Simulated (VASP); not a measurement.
# ZnSe in VASP: notebook

Runs on ZnSe. Level: PBEsol. Tasks: single point, relaxation of the atoms.

Program: VASP 6.6.1. These are calculated values, not measurements. Logs are shortened: lines on timing, memory, paths and dates and some standing lists are left out, and cuts for length are marked.

**1. The cell of the first run**

The typed cell holds 2 atoms: a = 4.008 Å, b = 4.008 Å, c = 4.008 Å, α = 60.00°, β = 60.00°, γ = 60.00°.

**2. Single point, PBEsol**

The input, INCAR:

```
PREC = Accurate
ENCUT = 500
EDIFF = 1E-6
ISMEAR = 0
SIGMA = 0.01
LREAL = False
LASPH = True
NELM = 120
ALGO = Normal
ISIF = 2
LWAVE = False
LCHARG = False
GGA = PS
NBANDS = 16
GGA_COMPAT = False
```

The input, KPOINTS:

```
Automatic mesh
0
Gamma
  4 4 4
```

The input, POSCAR:

```
ZnSe
1.0
    0.0000000000      2.8338000000      2.8338000000
    2.8338000000      0.0000000000      2.8338000000
    2.8338000000      2.8338000000      0.0000000000
Zn Se
1 1
Direct
   -0.0067771503      0.0125610568     -0.0061717814
    0.2432617092      0.2625954942      0.2438616071
```

Potentials or basis: VASP PAW PBE potentials, release 64 (Zn, Se).

Run with:

```bash
$ cat potpaw_PBE.64/Zn/POTCAR potpaw_PBE.64/Se/POTCAR > POTCAR
$ mpirun -np 1 vasp_std > vasp.out
```

OUTCAR:

```text
PREC = Accurate
   ENCUT = 500
   EDIFF = 1E-6
   ISMEAR = 0
   LREAL = False
   LASPH = True
   NELM = 120
   ISIF = 2
   GGA = PS

 ion  position               nearest neighbor table
   1  0.993  0.013  0.994-   2 2.45   2 2.45   2 2.45   2 2.45
   2  0.243  0.263  0.244-   1 2.45   1 2.45   1 2.45   1 2.45

  LATTYP: Found a face centered cubic cell.
 ALAT       =     5.6676000000

  Lattice vectors:

 A1 = (   0.0000000000,   2.8338000000,   2.8338000000)
 A2 = (   2.8338000000,   0.0000000000,   2.8338000000)
 A3 = (   2.8338000000,   2.8338000000,   0.0000000000)

Analysis of symmetry for initial positions (statically):
=====================================================================
 Subroutine PRICEL returns:
 Original cell was already a primitive cell.

 Routine SETGRP: Setting up the symmetry group for a
 face centered cubic supercell.

 Subroutine GETGRP returns: Found  6 space group operations
 (whereof  1 operations were pure point group operations)
 out of a pool of 48 trial point group operations.

The static configuration has the point symmetry C_1 .
 The point group associated with its full space group is C_3v.

Analysis of symmetry for dynamics (positions and initial velocities):
=====================================================================
 Subroutine PRICEL returns:
 Original cell was already a primitive cell.

 Routine SETGRP: Setting up the symmetry group for a
 face centered cubic supercell.

 Subroutine GETGRP returns: Found  6 space group operations
 (whereof  1 operations were pure point group operations)
 out of a pool of 48 trial point group operations.

The dynamic configuration has the point symmetry C_1 .
 The point group associated with its full space group is C_3v.

 Subroutine INISYM returns: Found  6 space group operations
 (whereof  1 operations are pure point group operations),
 and found     1 'primitive' translations

----------------------------------------------------------------------------------------

                                     Primitive cell

  volume of cell :      45.5132

  direct lattice vectors                    reciprocal lattice vectors
     0.000000000  2.833800000  2.833800000    -0.176441527  0.176441527  0.176441527
     2.833800000  0.000000000  2.833800000     0.176441527 -0.176441527  0.176441527
     2.833800000  2.833800000  0.000000000     0.176441527  0.176441527 -0.176441527

  length of vectors
     4.007598393  4.007598393  4.007598393     0.305605690  0.305605690  0.305605690

  position of ions in fractional coordinates (direct lattice)
     0.993222850  0.012561057  0.993828219
     0.243261709  0.262595494  0.243861607

  ion indices of the primitive-cell ions
   primitive index   ion index
                 1           1
                 2           2

----------------------------------------------------------------------------------------

 KPOINTS: Automatic mesh

Automatic generation of k-mesh.
 Grid dimensions read from file:
 generate k-points for:    4    4    4

 Generating k-lattice:

  Cartesian coordinates                     Fractional coordinates (reciprocal lattice)
    -0.044110382  0.044110382  0.044110382     0.250000000  0.000000000  0.000000000
     0.044110382 -0.044110382  0.044110382     0.000000000  0.250000000  0.000000000
     0.044110382  0.044110382 -0.044110382     0.000000000  0.000000000  0.250000000

  Length of vectors
     0.076401422  0.076401422  0.076401422

  Shift w.r.t. Gamma in fractional coordinates (k-lattice)
     0.000000000  0.000000000  0.000000000

 Subroutine IBZKPT returns following result:
 ===========================================

 Found     13 irreducible k-points:

 Following reciprocal coordinates:
            Coordinates               Weight
  0.000000  0.000000  0.000000      1.000000
  0.250000  0.000000  0.000000      6.000000
  0.250000  0.250000  0.250000      2.000000
  0.500000  0.000000  0.000000      3.000000
  0.500000  0.500000  0.500000      1.000000
  0.250000  0.250000  0.000000      6.000000
  0.500000  0.250000  0.000000     12.000000
  0.250000  0.250000 -0.250000      6.000000
  0.500000  0.250000  0.500000      6.000000
 -0.250000  0.250000  0.000000      6.000000
  0.250000  0.250000  0.500000      6.000000
  0.500000  0.500000  0.000000      3.000000
 -0.250000  0.500000  0.250000      6.000000
   k-points           NKPTS =     13   k-points in BZ     NKDIM =     13   number of bands    NBANDS=     16
   number of dos      NEDOS =    301   number of ions     NIONS =      2
   total plane-waves  NPLWV =  27000
   dimension x,y,z NGX =    30 NGY =   30 NGZ =   30
   dimension x,y,z NGXF=    60 NGYF=   60 NGZF=   60
   ions per type =               1   1
   NGX,Y,Z   is equivalent  to a cutoff of  12.44, 12.44, 12.44 a.u.
   NGXF,Y,Z  is equivalent  to a cutoff of  24.89, 24.89, 24.89 a.u.
 SYSTEM =  unknown system
   PREC   = accura    normal or accurate (medium, high low for compatibility)
   ISTART =      0    job   : 0-new  1-cont  2-samecut
   ICHARG =      2    charge: 1-file 2-atom 10-const
   ISPIN  =      1    spin polarized calculation?
   LNONCOLLINEAR =      F non collinear calculations
   LSORBIT =      F    spin-orbit coupling
   LASPH  =      T    aspherical Exc in radial PAW
   ENCUT  =  500.0 eV  36.75 Ry    6.06 a.u.   7.31  7.31  7.31*2*pi/ulx,y,z
   NELM   =    120;   NELMIN=  2; NELMDL= -5     # of ELM steps
   EDIFF  = 0.1E-05   stopping-criterion for ELM
   LREAL  =      F    real-space projection
   EDIFFG = 0.1E-04   stopping-criterion for IOM
   NSW    =      0    number of steps for IOM
   IBRION =     -1    ionic relax: 0-MD 1-quasi-New 2-CG
   NFREE  =      0    steps in history (QN), initial steepest desc. (CG)
   ISIF   =      2    stress and relaxation
   ISYM   =      2    0-nonsym 1-usesym 2-fastsym
   POTIM  = 0.5000    time-step for ionic-motion
   TEBEG  =    0.0;   TEEND  =   0.0 temperature during run
   PSTRESS=    0.0 pullay stress
   NELECT =      18.0000    total number of electrons
   NUPDOWN=      -1.0000    fix difference up-down
   EMIN   =  10.00;   EMAX   =-10.00  energy-range for DOS
   EFERMI =   0.00;   METHOD = LEGACY
   ISMEAR =     0;   SIGMA  =   0.01  broadening in eV -4-tet -1-fermi 0-gaus
   EFERMI_NEDOS =   21; number of points for ismear=-14 and -15
   IALGO  =     38    algorithm
   IMIX   =      4    mixing-type and parameters
     AMIX     =   0.40;   BMIX     =  1.00
     AMIX_MAG =   1.60;   BMIX_MAG =  1.00
  volume/ion in A,a.u.               =      22.76       153.57
  Fermi-wavevector in a.u.,A,eV,Ry     =   1.201673  2.270834 19.647073  1.444019
  Thomas-Fermi vector in A             =   2.337476
   LORBIT       =      0    0 simple, 1 ext, 2 COOP (PROOUT), +10 PAW based schemes
   GGA     = PS    functional components
   LHFCALC =     F    Hartree Fock is set to
   AEXX    =    0.0000 exact exchange contribution
   IVDW    =     0    specifies the selected vdW correction
   LEPSILON=     F    determine dielectric tensor
   LRPA    =     F    only Hartree local field effects (RPA)
 non-spin polarized calculation
 Gauss-broadening in eV      SIGMA  =   0.01
  energy-cutoff  :      500.00
  volume of cell :       45.51
 maximum number of plane-waves:      1174
 NGX is ok and might be reduce to    30
   NGX = 15   NGY = 15   NGZ = 15

 number of electron      17.9999998 magnetization

 Free energy of the ion-electron system (eV)
  ---------------------------------------------------
  ext. energy  EPLUGINS =         0.00000000
  ---------------------------------------------------
  free energy    TOTEN  =        -6.69998186 eV

  energy without entropy =       -6.69998186  energy(sigma->0) =       -6.69998186

 E-fermi :   1.5777     XC(G=0):  -9.5130

 val. band max:        1.5215099956   @ k =   0.0000   0.0000   0.0000
 cond. band min:       2.6764039065   @ k =   0.0000   0.0000   0.0000
 fundamental gap:      1.1548939109
 Fermi energy:         1.5776786891

 k-point     1 :       0.0000    0.0000    0.0000
  band No.  band energies     occupation
      1     -11.7607      2.00000
      2      -5.0660      2.00000
      3      -5.0660      2.00000
      4      -5.0657      2.00000
      5      -4.6977      2.00000
      6      -4.6976      2.00000
[... 8 lines left out ...]
     15      12.9299      0.00000
     16      12.9299      0.00000

 k-point     2 :       0.2500    0.0000    0.0000
  band No.  band energies     occupation
      1     -11.3934      2.00000
      2      -5.0152      2.00000
      3      -5.0150      2.00000
      4      -5.0074      2.00000
      5      -4.6977      2.00000
      6      -4.6976      2.00000
[... 8 lines left out ...]
     15      11.8638      0.00000
     16      12.0267      0.00000

 k-point     3 :       0.2500    0.2500    0.2500
  band No.  band energies     occupation
      1     -11.3935      2.00000
      2      -5.0154      2.00000
      3      -5.0154      2.00000
      4      -5.0071      2.00000
      5      -4.6976      2.00000
      6      -4.6976      2.00000
[... 8 lines left out ...]
     15      11.8642      0.00000
     16      12.0264      0.00000

 k-point     4 :       0.5000    0.0000    0.0000
  band No.  band energies     occupation
      1     -10.9590      2.00000
      2      -4.9787      2.00000
      3      -4.9786      2.00000
      4      -4.6791      2.00000
      5      -4.6790      2.00000
      6      -4.5379      2.00000
[... 8 lines left out ...]
     15      14.5501      0.00000
     16      14.5513      0.00000
[... 115 lines left out ...]
 k-point    11 :       0.2500    0.2500    0.5000
  band No.  band energies     occupation
      1     -10.9793      2.00000
      2      -4.9682      2.00000
      3      -4.9489      2.00000
      4      -4.8158      2.00000
      5      -4.7098      2.00000
      6      -4.6477      2.00000
[... 8 lines left out ...]
     15      13.3759      0.00000
     16      15.4967      0.00000

 k-point    12 :       0.5000    0.5000    0.0000
  band No.  band energies     occupation
      1     -10.6869      2.00000
      2      -5.0418      2.00000
      3      -4.8129      2.00000
      4      -4.8126      2.00000
      5      -4.6489      2.00000
      6      -4.5186      2.00000
[... 8 lines left out ...]
     15      15.4376      0.00000
     16      15.8788      0.00000

 k-point    13 :      -0.2500    0.5000    0.2500
  band No.  band energies     occupation
      1     -10.6817      2.00000
      2      -4.9515      2.00000
      3      -4.8597      2.00000
      4      -4.7308      2.00000
      5      -4.7273      2.00000
      6      -4.3940      2.00000
[... 8 lines left out ...]
     15      15.2401      0.00000
     16      15.4704      0.00000

------------------------ aborting loop because EDIFF is reached ----------------------------------------

  FORCE on cell =-STRESS in cart. coord.  units (eV):
  Direction    XX          YY          ZZ          XY          YZ          ZX
  --------------------------------------------------------------------------------------
  -------------------------------------------------------------------------------------
  Total       -0.1536622     -0.1536622     -0.1536622     -0.0007559     -0.0007559     -0.0007559
  in kB       -5.4092864     -5.4092864     -5.4092864     -0.0266091     -0.0266091     -0.0266091
  external PRESSURE =      -5.4092864 kB  Pullay stress =       0.0000000 kB

 VOLUME and BASIS-vectors are now :
 -----------------------------------------------------------------------------
  energy-cutoff  :      500.00
  volume of cell :       45.51
      direct lattice vectors                 reciprocal lattice vectors
     0.000000000  2.833800000  2.833800000    -0.176441527  0.176441527  0.176441527
     2.833800000  0.000000000  2.833800000     0.176441527 -0.176441527  0.176441527
     2.833800000  2.833800000  0.000000000     0.176441527  0.176441527 -0.176441527

 POSITION                                       TOTAL-FORCE (eV/Angst)
 -----------------------------------------------------------------------------------
      2.85191      5.63091      2.85019         0.001026      0.001026      0.001026
      1.43520      1.38041      1.43350        -0.001026     -0.001026     -0.001026
 -----------------------------------------------------------------------------------
    total drift:                                0.002821     -0.001126     -0.002053

  FREE ENERGIE OF THE ION-ELECTRON SYSTEM (eV)
  ---------------------------------------------------
  free  energy   TOTEN  =        -6.6999818639 eV

  energy  without entropy=       -6.6999818639  energy(sigma->0) =       -6.69998186
```

Wall time 24 s (1 thread of AMD EPYC 7R43 (Zen 3), shared host); peak memory 0.13 GiB.

Results:

- Free energy: -6.7000 eV
- Pressure: -0.5 GPa
- Band gap on the k mesh: 1.15 eV

Levels at points of the mesh, in eV from the valence-band top:
```tsv
k point	band 6	band 7	band 8	band 9	band 10	band 11	band 12	band 13
(0.00, 0.00, 0.00)	-6.22	0.00	0.00	0.00	1.15	5.71	5.71	5.71
(0.50, 0.00, 0.00)	-6.06	-5.30	-0.88	-0.88	2.43	6.28	6.28	8.39
(0.50, 0.50, 0.50)	-6.06	-5.30	-0.88	-0.88	2.42	6.28	6.28	8.39
(0.50, 0.50, 0.00)	-6.04	-4.81	-2.22	-2.22	2.81	3.35	10.61	11.15
```

Caveat: the k points lie up to 0.48 Å⁻¹ apart; the PAW data sets were made with another functional, which shifts forces and pressure a little. PBEsol gaps usually lie below the measured ones, often by a third to a half.

**3. Relaxation of the atoms, PBEsol**

The input, INCAR:

```
SYSTEM = ZnSe
PREC = Accurate ; ENCUT = 450
EDIFF = 1E-7 ; ISMEAR = 0
SIGMA = 0.01 ; LREAL = .FALSE.
LASPH = .TRUE. ; NELM = 120
ALGO = Normal ; ISIF = 2
LWAVE = .FALSE. ; LCHARG = .FALSE.
GGA = PS ; IBRION = 2
NSW = 80 ; EDIFFG = -0.01
GGA_COMPAT = .FALSE. ; NELMIN = 4
```

The input, KPOINTS:

```
regular mesh
0
G
  4 4 4
  0 0 0
```

The input, POSCAR:

```
ZnSe
1.0
    0.0000000000      2.8338000000      2.8338000000
    2.8338000000      0.0000000000      2.8338000000
    2.8338000000      2.8338000000      0.0000000000
Zn Se
1 1
Direct
    0.0000000000      0.0000000000      0.0000000000
    0.2500000000      0.2500000000      0.2500000000
```

Potentials or basis: VASP PAW PBE potentials, release 64 (Zn, Se).

Run with:

```bash
$ cat potpaw_PBE.64/Zn/POTCAR potpaw_PBE.64/Se/POTCAR > POTCAR
$ mpirun -np 1 vasp_std > vasp.out
```

It took 19 s on 1 thread of AMD EPYC 7R43 (Zen 3), shared host; peak memory 0.12 GiB.

Results (log left out):

```yaml
Free_energy: -6.6992 eV
Pressure_after_relaxing: -0.6 GPa
Band_gap_on_the_k_mesh: 1.16 eV
```

Final structure:
```yaml
crystal:
  lattice:
    - [0.00000, 2.83380, 2.83380]
    - [2.83380, 0.00000, 2.83380]
    - [2.83380, 2.83380, 0.00000]
  atoms:
    - { symbol: Zn, position: [0.00000, 0.00000, 0.00000] }
    - { symbol: Se, position: [0.25000, 0.25000, 0.25000] }
```

Levels at points of the mesh, in eV from the valence-band top:
| k point | band 5 | band 6 | band 7 | band 8 | band 9 | band 10 | band 11 | band 12 | band 13 |
| --- | --- | --- | --- | --- | --- | --- | --- | --- | --- |
| (0.00, 0.00, 0.00) | -6.22 | -6.22 | 0.00 | 0.00 | 0.00 | 1.16 | 5.71 | 5.71 | 5.71 |
| (0.50, 0.00, 0.00) | -6.20 | -6.06 | -5.30 | -0.88 | -0.88 | 2.43 | 6.28 | 6.28 | 8.39 |
| (0.50, 0.50, 0.00) | -6.17 | -6.04 | -4.81 | -2.22 | -2.22 | 2.82 | 3.35 | 10.61 | 11.15 |

Caveat: the k points lie up to 0.48 Å⁻¹ apart; the relaxation stopped at its first step, so nothing moved; the PAW data sets were made with another functional, which shifts forces and pressure a little. PBEsol gaps usually lie below the measured ones, often by a third to a half.
